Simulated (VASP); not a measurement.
Input of a VASP 6.6.1 run:

The input INCAR:

```
SYSTEM = Ag
ALGO = Normal ; EDIFF = 1E-7
ENCUT = 520 ; GGA = RP
ISIF = 2 ; ISMEAR = -1
LASPH = .True. ; LCHARG = .False.
LREAL = .False. ; LWAVE = .False.
NBANDS = 24 ; NELM = 60
PREC = Accurate ; SIGMA = 0.1
```

Contents of KPOINTS:

```
k-points
0
Gamma
  9 9 12
  0 0 0
```

Contents of POSCAR:

```
Ag
1.0
    4.8618283637      0.0000000000      0.0000000000
   -2.4309141819      4.2104668718      0.0000000000
    0.0000000000      0.0000000000      2.9146579727
Ag
3
Direct
    1.0000000000      1.0000000000      0.0000000000
    0.3333333333      0.6666666667      0.5000000000
    0.6666666667      0.3333333333      0.5000000000
```

Potentials or basis: VASP PAW PBE potentials, release 64 (Ag).

Run with:

```bash
$ cat potpaw_PBE.64/Ag/POTCAR > POTCAR
$ mpirun -np 1 vasp_std > vasp.out
```

**Question.** What does it give for the pressure?

**Answer.** -2.5 GPa.

Stress tensor (GPa, compression positive):
```
-2.36  0.00  0.00
 0.00 -2.36  0.00
 0.00  0.00 -2.74
```

Caveat: the PAW data sets were made with another functional, which shifts forces and pressure a little.
